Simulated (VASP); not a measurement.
A run of VASP 6.6.1 is set up as follows.

File INCAR:

```
SYSTEM = ScAl2N3
PREC = Accurate ; ENCUT = 600
EDIFF = 1E-6 ; ISMEAR = 0
SIGMA = 0.1 ; LREAL = .False.
LASPH = .True. ; NELM = 100
ALGO = Normal ; ISIF = 3
LWAVE = .False. ; LCHARG = .False.
GGA = PE ; IBRION = 2
NSW = 90 ; EDIFFG = -0.04
```

KPOINTS

```
Automatic mesh
0
Gamma
  3 3 6
  0 0 0
```

POSCAR

```
ScAl2N3
1.0
    7.3743812711      0.0000000000      0.0000000000
   -3.6871906355      6.3864015179      0.0000000000
    0.0000000000      0.0000000000      3.5256420530
Sc Al N
1 2 3
Direct
    0.0000000000      0.0000000000      0.0000000000
    0.3333333333      0.6666666667      0.0000000000
    0.6666666667      0.3333333333      0.0000000000
    0.3333333333      0.6666666667      0.5000000000
    0.6666666667      0.3333333333      0.5000000000
    0.0000000000      0.0000000000      0.5000000000
```

Potentials or basis: VASP PAW PBE potentials, release 64 (Sc_sv, Al, N).

Launch:

```sh
$ cat potpaw_PBE.64/Sc_sv/POTCAR potpaw_PBE.64/Al/POTCAR potpaw_PBE.64/N/POTCAR > POTCAR
$ mpirun -np 1 vasp_std > vasp.out
```

(1) What does it give for the relaxed cell?

(2) What does it give for the band gap on the k mesh?

(3) Estimate the space group after relaxing (to 0.1 Å).

(4) Estimate the relaxed volume.

Results:

(1) a = 7.712 Å, b = 7.712 Å, c = 3.534 Å, α = 90.00°, β = 90.00°, γ = 120.00°.

(2) zero (bands 16 and 17 overlap by 0.32 eV).

(3) P6/mmm (No. 191).

(4) 30.34 Å³/atom.
